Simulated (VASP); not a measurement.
A run of VASP 6.6.1 is set up as follows.

Contents of INCAR:

```
  ALGO = Normal
  EDIFF = 1E-7
  ENCUT = 520
  GGA = PE
  ISIF = 2
  ISMEAR = -1
  LASPH = True
  LCHARG = True
  LELF = True
  LREAL = False
  LVHAR = True
  LWAVE = False
  NBANDS = 19
  NELM = 100
  PREC = Accurate
  SIGMA = 0.05
```

The input KPOINTS:

```
k-points
0
Gamma
  14 14 7
```

Contents of POSCAR:

```
Cd
1.0
    2.9180621286      0.0000000000      0.0000000000
   -1.4590310642      2.5271159331      0.0000000000
    0.0000000000      0.0000000000      5.5029719036
Cd
2
Direct
    0.3333333333      0.6666666667      0.2500000000
    0.6666666667      0.3333333333      0.7500000000
```

Potentials or basis: VASP PAW PBE potentials, release 64 (Cd).

The run is started by

```bash
$ cat potpaw_PBE.64/Cd/POTCAR > POTCAR
$ mpirun -np 1 vasp_std > vasp.out
```

(1) What does it give for the band gap on the k mesh?

(2) Estimate the pressure.

## Answers

(1) zero (band 12 reaches 4.83 eV, above the bottom of band 13 at 0.46 eV).

(2) 8.0 GPa.
